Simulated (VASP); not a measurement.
# ZrVH6 (Fm-3m) in VASP: settings compared, part 2 of 2

VASP 6.6.1. Earlier steps stand in the parts before.

## Step 3: Single point, r2SCAN

POSCAR

```
ZrVH6
1.0
    0.0000000000      3.7010070000      3.7010070000
    3.7010070000      0.0000000000      3.7010070000
    3.7010070000      3.7010070000      0.0000000000
H Zr V
6 1 1
Direct
    0.2457500000      0.7542500000      0.2457500000
    0.2457500000      0.7542500000      0.7542500000
    0.7542500000      0.2457500000      0.7542500000
    0.7542500000      0.2457500000      0.2457500000
    0.2457500000      0.2457500000      0.7542500000
    0.7542500000      0.7542500000      0.2457500000
    0.0000000000      0.0000000000      0.0000000000
    0.5000000000      0.5000000000      0.5000000000
```

INCAR.step1

```
SYSTEM = ZrVH6
PREC = Accurate ; ENCUT = 520
ISMEAR = 0 ; SIGMA = 0.228
LREAL = .FALSE. ; LASPH = .TRUE.
NELM = 60 ; NBANDS = 26
GGA = PE ; ALGO = Normal
EDIFF = 1E-4 ; LWAVE = .TRUE.
LCHARG = .FALSE.
```

INCAR.step2

```
SYSTEM = ZrVH6
PREC = Accurate ; ENCUT = 520
EDIFF = 1E-6 ; ISMEAR = 0
SIGMA = 0.228 ; LREAL = .FALSE.
LASPH = .TRUE. ; NELM = 60
ALGO = Normal ; ISIF = 2
LWAVE = .FALSE. ; LCHARG = .FALSE.
METAGGA = R2SCAN ; LMIXTAU = .TRUE.
NBANDS = 26 ; ISTART = 1
```

KPOINTS

```
Automatic mesh
0
G
  4 4 4
  0 0 0
```

Potentials or basis: VASP PAW PBE potentials, release 64 (H, Zr_sv, V_sv).

Started as:

```
$ cat potpaw_PBE.64/H/POTCAR potpaw_PBE.64/Zr_sv/POTCAR potpaw_PBE.64/V_sv/POTCAR > POTCAR
$ cp INCAR.step1 INCAR
$ mpirun -np 1 vasp_std > vasp.out
$ cp INCAR.step2 INCAR
$ mpirun -np 1 vasp_std > vasp.out
```

OUTCAR:

```text
SYSTEM = ZrVH6
   PREC = Accurate
   ENCUT = 520
   EDIFF = 1E-6
   ISMEAR = 0
   LREAL = .FALSE.
   LASPH = .TRUE.
   NELM = 60
   ISIF = 2
   METAGGA = R2SCAN
   ISTART = 1

 ion  position               nearest neighbor table
   1  0.246  0.754  0.246-   7 1.82   8 1.88
   2  0.246  0.754  0.754-   7 1.82   8 1.88
   3  0.754  0.246  0.754-   7 1.82   8 1.88
   4  0.754  0.246  0.246-   7 1.82   8 1.88
   5  0.246  0.246  0.754-   7 1.82   8 1.88
   6  0.754  0.754  0.246-   7 1.82   8 1.88
   7  0.000  0.000  0.000-   1 1.82   2 1.82   3 1.82   4 1.82   5 1.82   6 1.82
   8  0.500  0.500  0.500-   1 1.88   2 1.88   3 1.88   4 1.88   5 1.88   6 1.88

  LATTYP: Found a face centered cubic cell.
 ALAT       =     7.4020140000

  Lattice vectors:

 A1 = (   0.0000000000,   3.7010070000,   3.7010070000)
 A2 = (   3.7010070000,   0.0000000000,   3.7010070000)
 A3 = (   3.7010070000,   3.7010070000,   0.0000000000)

Analysis of symmetry for initial positions (statically):
=====================================================================
 Subroutine PRICEL returns:
 Original cell was already a primitive cell.

 Routine SETGRP: Setting up the symmetry group for a
 face centered cubic supercell.

 Subroutine GETGRP returns: Found 48 space group operations
 (whereof 48 operations were pure point group operations)
 out of a pool of 48 trial point group operations.

The static configuration has the point symmetry O_h .

Analysis of symmetry for dynamics (positions and initial velocities):
=====================================================================
 Subroutine PRICEL returns:
 Original cell was already a primitive cell.

 Routine SETGRP: Setting up the symmetry group for a
 face centered cubic supercell.
[... 120 lines left out ...]
     AMIX_MAG =   1.60;   BMIX_MAG =  1.00
  volume/ion in A,a.u.               =      12.67        85.53
  Fermi-wavevector in a.u.,A,eV,Ry     =   1.102890  2.084160 16.549666  1.216366
  Thomas-Fermi vector in A             =   2.239340
   LORBIT       =      0    0 simple, 1 ext, 2 COOP (PROOUT), +10 PAW based schemes
   METAGGA = R2SCAN    functional components
   LHFCALC =     F    Hartree Fock is set to
   AEXX    =    0.0000 exact exchange contribution
   IVDW    =     0    specifies the selected vdW correction
   LEPSILON=     F    determine dielectric tensor
   LRPA    =     F    only Hartree local field effects (RPA)
 non-spin polarized calculation
 Gauss-broadening in eV      SIGMA  =   0.23
  energy-cutoff  :      520.00
  volume of cell :      101.39
 maximum number of plane-waves:      2764
 NGX is ok and might be reduce to    40
   NGX = 19   NGY = 19   NGZ = 19

 number of electron      30.9999997 magnetization

 Free energy of the ion-electron system (eV)
  ---------------------------------------------------
  ext. energy  EPLUGINS =         0.00000000
  ---------------------------------------------------
  free energy    TOTEN  =       -54.76027230 eV

  energy without entropy =      -54.54607994  energy(sigma->0) =      -54.65317612

 E-fermi :   1.6424     XC(G=0):  -8.6003

 val. band max:        1.6295874011   @ k =  -0.2500   0.2500   0.0000
 cond. band min:       1.6940801310   @ k =   0.2500   0.2500   0.0000
 fundamental gap:      0.0644927300
 Fermi energy:         1.6424328234

 k-point     1 :       0.0000    0.0000    0.0000
  band No.  band energies     occupation
      1     -65.8177      2.00000
      2     -49.9226      2.00000
      3     -38.4964      2.00000
      4     -38.4964      2.00000
      5     -38.4962      2.00000
      6     -27.2860      2.00000
[... 221 lines left out ...]
     25       8.1485      0.00000
     26       8.1485      0.00000

------------------------ aborting loop because EDIFF is reached ----------------------------------------

  FORCE on cell =-STRESS in cart. coord.  units (eV):
  Direction    XX          YY          ZZ          XY          YZ          ZX
  --------------------------------------------------------------------------------------
  -------------------------------------------------------------------------------------
  Total       -0.1269206     -0.1269206     -0.1269206      0.0000000      0.0000000     -0.0000000
  in kB       -2.0056402     -2.0056402     -2.0056402      0.0000000      0.0000000     -0.0000000
  external PRESSURE =      -2.0056402 kB  Pullay stress =       0.0000000 kB

 VOLUME and BASIS-vectors are now :
 -----------------------------------------------------------------------------
  energy-cutoff  :      520.00
  volume of cell :      101.39
      direct lattice vectors                 reciprocal lattice vectors
     0.000000000  3.701007000  3.701007000    -0.135098366  0.135098366  0.135098366
     3.701007000  0.000000000  3.701007000     0.135098366 -0.135098366  0.135098366
     3.701007000  3.701007000  0.000000000     0.135098366  0.135098366 -0.135098366

 POSITION                                       TOTAL-FORCE (eV/Angst)
 -----------------------------------------------------------------------------------
      3.70101      1.81904      3.70101         0.000000      2.276775     -0.000000
      5.58297      3.70101      3.70101        -2.276775     -0.000000     -0.000000
      3.70101      5.58297      3.70101         0.000000     -2.276775     -0.000000
      1.81904      3.70101      3.70101         2.276775     -0.000000     -0.000000
      3.70101      3.70101      1.81904         0.000000     -0.000000      2.276775
      3.70101      3.70101      5.58297         0.000000     -0.000000     -2.276775
      0.00000      0.00000      0.00000         0.000000     -0.000000     -0.000000
      3.70101      3.70101      3.70101         0.000000      0.000000     -0.000000
 -----------------------------------------------------------------------------------
    total drift:                               -0.000000     -0.000000      0.000000

  FREE ENERGIE OF THE ION-ELECTRON SYSTEM (eV)
  ---------------------------------------------------
  free  energy   TOTEN  =       -54.7602722968 eV

  energy  without entropy=      -54.5460799437  energy(sigma->0) =      -54.65317612
```

OUTCAR.step1:

```text
SYSTEM = ZrVH6
   PREC = Accurate
   ENCUT = 520
   ISMEAR = 0
   LREAL = .FALSE.
   LASPH = .TRUE.
[... 458 lines left out ...]
      3.70101      3.70101      5.58297         0.000000      0.000000     -2.256897
      0.00000      0.00000      0.00000         0.000000      0.000000     -0.000000
      3.70101      3.70101      3.70101         0.000000      0.000000      0.000000
 -----------------------------------------------------------------------------------
    total drift:                               -0.000000     -0.000000      0.000000

  FREE ENERGIE OF THE ION-ELECTRON SYSTEM (eV)
  ---------------------------------------------------
  free  energy   TOTEN  =       -34.5937526189 eV

  energy  without entropy=      -34.3773778258  energy(sigma->0) =      -34.48556522
```

It took 58 s on 1 thread of Intel Xeon 6975P-C (Granite Rapids), shared host; peak memory 0.27 GiB.

Results:

```
Free energy   : -54.7603 eV
Pressure      : -0.2 GPa
Largest force : 2.277 eV/Å
```

Forces in eV/Å, atoms in the order of the input:
```
H    0.000  2.277  0.000
H   -2.277  0.000  0.000
H    0.000 -2.277  0.000
H    2.277  0.000  0.000
H    0.000  0.000  2.277
H    0.000  0.000 -2.277
Zr   0.000  0.000  0.000
V    0.000  0.000  0.000
```

Caveat: the k points lie up to 0.37 Å⁻¹ apart; the PAW data sets were made with another functional, which shifts forces and pressure a little.

## Step 4: Single point, r2SCAN+U

POSCAR is that of step 3.

INCAR.step1

```
SYSTEM = ZrVH6
PREC     = Accurate       ! precision mode
ENCUT    = 520            ! plane-wave cutoff, eV
ISMEAR   = 0              ! smearing method
SIGMA    = 0.228          ! smearing width, eV
LREAL    = .False.        ! projectors in reciprocal space
LASPH    = .True.         ! aspherical terms in the spheres
NELM     = 150            ! most SCF steps
LMAXMIX  = 4              ! l up to which the mixer works
LDAU     = .True.         ! DFT+U
LDAUTYPE = 2            
LDAUL    = -1 2 -1        ! shell
LDAUU    = 0 8 0          ! U, eV
LDAUJ    = 0 0 0        
NBANDS   = 26             ! bands
GGA      = PE             ! functional
ALGO     = Normal         ! electronic algorithm
EDIFF    = 1E-4           ! SCF threshold, eV
LWAVE    = .True.         ! write WAVECAR
LCHARG   = .False.        ! write CHGCAR
```

INCAR.step2

```
SYSTEM = ZrVH6
PREC     = Accurate       ! precision mode
ENCUT    = 520            ! plane-wave cutoff, eV
EDIFF    = 1E-6           ! SCF threshold, eV
ISMEAR   = 0              ! smearing method
SIGMA    = 0.228          ! smearing width, eV
LREAL    = .False.        ! projectors in reciprocal space
LASPH    = .True.         ! aspherical terms in the spheres
NELM     = 150            ! most SCF steps
ALGO     = Normal         ! electronic algorithm
ISIF     = 2              ! what is computed and relaxed
LWAVE    = .False.        ! write WAVECAR
LCHARG   = .False.        ! write CHGCAR
LMAXMIX  = 4              ! l up to which the mixer works
LDAU     = .True.         ! DFT+U
LDAUTYPE = 2            
LDAUL    = -1 2 -1        ! shell
LDAUU    = 0 8 0          ! U, eV
LDAUJ    = 0 0 0        
LDAUPRINT= 1            
METAGGA  = R2SCAN         ! meta-GGA
LMIXTAU  = .True.       
NBANDS   = 26             ! bands
ISTART   = 1
```

KPOINTS

```
Automatic mesh
0
Gamma
  6 6 6
  0 0 0
```

Potentials or basis: VASP PAW PBE potentials, release 64 (H, Zr_sv, V_sv).

Started as:

```
$ cat potpaw_PBE.64/H/POTCAR potpaw_PBE.64/Zr_sv/POTCAR potpaw_PBE.64/V_sv/POTCAR > POTCAR
$ cp INCAR.step1 INCAR
$ mpirun -np 1 vasp_std > vasp.out
$ cp INCAR.step2 INCAR
$ mpirun -np 1 vasp_std > vasp.out
```

OUTCAR:

```text
SYSTEM = ZrVH6
   PREC = Accurate
   ENCUT = 520
   EDIFF = 1E-6
   ISMEAR = 0
   LREAL = .False.
   LASPH = .True.
   NELM = 150
   ISIF = 2
   METAGGA = R2SCAN
   ISTART = 1

 ion  position               nearest neighbor table
   1  0.246  0.754  0.246-   7 1.82   8 1.88
   2  0.246  0.754  0.754-   7 1.82   8 1.88
   3  0.754  0.246  0.754-   7 1.82   8 1.88
   4  0.754  0.246  0.246-   7 1.82   8 1.88
   5  0.246  0.246  0.754-   7 1.82   8 1.88
   6  0.754  0.754  0.246-   7 1.82   8 1.88
   7  0.000  0.000  0.000-   1 1.82   2 1.82   3 1.82   4 1.82   5 1.82   6 1.82
   8  0.500  0.500  0.500-   1 1.88   2 1.88   3 1.88   4 1.88   5 1.88   6 1.88

  LATTYP: Found a face centered cubic cell.
 ALAT       =     7.4020140000

  Lattice vectors:

 A1 = (   0.0000000000,   3.7010070000,   3.7010070000)
 A2 = (   3.7010070000,   0.0000000000,   3.7010070000)
 A3 = (   3.7010070000,   3.7010070000,   0.0000000000)

Analysis of symmetry for initial positions (statically):
=====================================================================
 Subroutine PRICEL returns:
 Original cell was already a primitive cell.

 Routine SETGRP: Setting up the symmetry group for a
 face centered cubic supercell.

 Subroutine GETGRP returns: Found 48 space group operations
 (whereof 48 operations were pure point group operations)
 out of a pool of 48 trial point group operations.

The static configuration has the point symmetry O_h .

Analysis of symmetry for dynamics (positions and initial velocities):
=====================================================================
[... 182 lines left out ...]
  o =  0.0202  v =  1.0000  0.0000  0.0000  0.0000  0.0000  0.0000  0.0000  0.0000  0.0000  0.0000      0.0000  0.0000  0.0000  0.0000  0.0000  0.0000  0.0000  0.0000  0.0000  0.0000
  o =  0.2471  v =  0.0000  0.0000  0.0000  0.0000  0.0000  0.0000 -0.0000 -0.0029 -0.0000  1.0000      0.0000  0.0000  0.0000  0.0000  0.0000  0.0000  0.0000  0.0000  0.0000  0.0000
  o =  0.2471  v =  0.0000 -0.0000 -0.0029 -0.0000  1.0000  0.0000  0.0000  0.0000  0.0000  0.0000      0.0000  0.0000  0.0000  0.0000  0.0000  0.0000  0.0000  0.0000  0.0000  0.0000
  o =  0.2471  v =  0.0000  0.0000 -1.0000  0.0000 -0.0029  0.0000  0.0000  0.0000  0.0000  0.0000      0.0000  0.0000  0.0000  0.0000  0.0000  0.0000  0.0000  0.0000  0.0000  0.0000
  o =  0.2471  v =  0.0000  0.0000  0.0000  0.0000  0.0000  0.0000  0.0000 -1.0000  0.0000 -0.0029      0.0000  0.0000  0.0000  0.0000  0.0000  0.0000  0.0000  0.0000  0.0000  0.0000

 number of electron      30.9999997 magnetization

 Free energy of the ion-electron system (eV)
  ---------------------------------------------------
  ext. energy  EPLUGINS =         0.00000000
  ---------------------------------------------------
  free energy    TOTEN  =       -50.84961459 eV

  energy without entropy =      -50.60711002  energy(sigma->0) =      -50.72836231

 E-fermi :   2.2565     XC(G=0):  -8.6054

 val. band max:        2.2507603384   @ k =   0.5000   0.0000   0.0000
 cond. band min:       2.2590085463   @ k =  -0.1667   0.1667   0.0000
 fundamental gap:      0.0082482079
 Fermi energy:         2.2564879840

 k-point     1 :       0.0000    0.0000    0.0000
  band No.  band energies     occupation
      1     -65.0231      2.00000
      2     -51.2518      2.00000
      3     -37.7279      2.00000
      4     -37.7279      2.00000
      5     -37.7278      2.00000
      6     -28.5037      2.00000
[... 453 lines left out ...]
     25       8.9981      0.00000
     26       9.0516      0.00000

------------------------ aborting loop because EDIFF is reached ----------------------------------------

  FORCE on cell =-STRESS in cart. coord.  units (eV):
  Direction    XX          YY          ZZ          XY          YZ          ZX
  --------------------------------------------------------------------------------------
  -------------------------------------------------------------------------------------
  Total        2.2489884      2.2489884      2.2489884      0.0000000     -0.0000000      0.0000000
  in kB       35.5392363     35.5392363     35.5392363      0.0000000     -0.0000000      0.0000000
  external PRESSURE =      35.5392363 kB  Pullay stress =       0.0000000 kB

 VOLUME and BASIS-vectors are now :
 -----------------------------------------------------------------------------
  energy-cutoff  :      520.00
  volume of cell :      101.39
      direct lattice vectors                 reciprocal lattice vectors
     0.000000000  3.701007000  3.701007000    -0.135098366  0.135098366  0.135098366
     3.701007000  0.000000000  3.701007000     0.135098366 -0.135098366  0.135098366
     3.701007000  3.701007000  0.000000000     0.135098366  0.135098366 -0.135098366

 POSITION                                       TOTAL-FORCE (eV/Angst)
 -----------------------------------------------------------------------------------
      3.70101      1.81904      3.70101        -0.000000      2.567042      0.000000
      5.58297      3.70101      3.70101        -2.567042     -0.000000      0.000000
      3.70101      5.58297      3.70101        -0.000000     -2.567042      0.000000
      1.81904      3.70101      3.70101         2.567042     -0.000000      0.000000
      3.70101      3.70101      1.81904        -0.000000     -0.000000      2.567042
      3.70101      3.70101      5.58297        -0.000000     -0.000000     -2.567042
      0.00000      0.00000      0.00000        -0.000000     -0.000000      0.000000
      3.70101      3.70101      3.70101         0.000000      0.000000      0.000000
 -----------------------------------------------------------------------------------
    total drift:                               -0.000000     -0.000000      0.000000

  FREE ENERGIE OF THE ION-ELECTRON SYSTEM (eV)
  ---------------------------------------------------
  free  energy   TOTEN  =       -50.8496145945 eV

  energy  without entropy=      -50.6071100231  energy(sigma->0) =      -50.72836231
```

OSZICAR.step1:

```text
N       E                     dE             d eps       ncg     rms          rms(c)
DAV:   1     0.260554515795E+03    0.26055E+03   -0.16031E+04   936   0.108E+03
DAV:   2    -0.236129702845E+02   -0.28417E+03   -0.27351E+03   930   0.319E+02
DAV:   3    -0.363536138874E+02   -0.12741E+02   -0.12438E+02  1146   0.698E+01
DAV:   4    -0.370074566243E+02   -0.65384E+00   -0.65198E+00  1268   0.104E+01
DAV:   5    -0.370140196725E+02   -0.65630E-02   -0.65619E-02  1092   0.112E+00    0.235E+01
DAV:   6    -0.354349904752E+02    0.15790E+01   -0.36211E+01   880   0.403E+01    0.161E+01
DAV:   7    -0.309193990372E+02    0.45156E+01   -0.12709E+01   950   0.330E+01    0.667E+00
DAV:   8    -0.304492092837E+02    0.47019E+00   -0.17403E+00  1106   0.802E+00    0.239E+00
DAV:   9    -0.305445929847E+02   -0.95384E-01   -0.31678E-01  1054   0.347E+00    0.869E-01
DAV:  10    -0.305419052715E+02    0.26877E-02   -0.27660E-02   910   0.115E+00    0.516E-01
DAV:  11    -0.305472002012E+02   -0.52949E-02   -0.76991E-03  1098   0.631E-01    0.340E-01
DAV:  12    -0.305466625425E+02    0.53766E-03   -0.11902E-03   938   0.276E-01    0.653E-02
DAV:  13    -0.305466756007E+02   -0.13058E-04   -0.91648E-04  1034   0.153E-01
   1 F= -.30546676E+02 E0= -.30425053E+02  d E =-.243245E+00
```

Run time: 92 s. Hardware: 1 thread of Intel Xeon 6975P-C (Granite Rapids), shared host; peak memory 0.26 GiB.

Results:

- Free energy: -50.8496 eV
- Pressure: 3.6 GPa
- Largest force: 2.567 eV/Å

Forces in eV/Å, atoms in the order of the input:
```
H    0.000  2.567  0.000
H   -2.567  0.000  0.000
H    0.000 -2.567  0.000
H    2.567  0.000  0.000
H    0.000  0.000  2.567
H    0.000  0.000 -2.567
Zr   0.000  0.000  0.000
V    0.000  0.000  0.000
```

Levels at points of the mesh, in eV from the Fermi level:
```csv
k point,band 13,band 14,band 15,band 16,band 17,band 18
"(0.00, 0.00, 0.00)",-3.03,-3.03,-0.33,-0.33,-0.33,1.16
"(0.50, 0.00, 0.00)",-3.87,-3.87,-0.01,0.11,0.11,1.60
"(0.50, 0.50, 0.00)",-3.54,-3.54,-0.69,0.24,0.24,1.13
```

Eigenvalues of the final occupation matrices:
| site | spin | trace | eigenvalues |
| --- | --- | --- | --- |
| site 7 d | 1 | 0.55 | 0.02 0.02 0.02 0.25 0.25 |
| site 7 d | 2 | 0.55 | 0.02 0.02 0.02 0.25 0.25 |

Caveat: the PAW data sets were made with another functional, which shifts forces and pressure a little; U without spin polarisation on a metal has little footing; the U is typed as a test and isn't derived for this compound.

## Step 5: Summary

```tsv
level	U	k mesh	gap on the mesh (eV)	pressure (GPa)	largest force (eV/Å)
revPBE+D4	-	4 × 4 × 4	none	-0.8	2.15
r2SCAN	-	4 × 4 × 4	none	-0.2	2.28
r2SCAN+U	Zr d U = 8.0 eV	6 × 6 × 6	none	3.6	2.57
```

Alike in all rows: task single point; potentials or basis VASP PAW PBE potentials, release 64 (H, Zr_sv, V_sv); no spin polarisation; cell as given; cutoff (eV) 520; smearing gaussian 0.228 eV.

Caveats: some runs use coarse meshes; the PAW data sets were made with another functional, which shifts forces and pressure a little; pairwise dispersion overbinds metals, which lowers pressure and volume (some runs); U without spin polarisation on a metal has little footing (some runs); the U is typed as a test and isn't derived for this compound (some runs).

Total energies depend on the potentials used, so only differences within one code and one set of settings carry meaning.
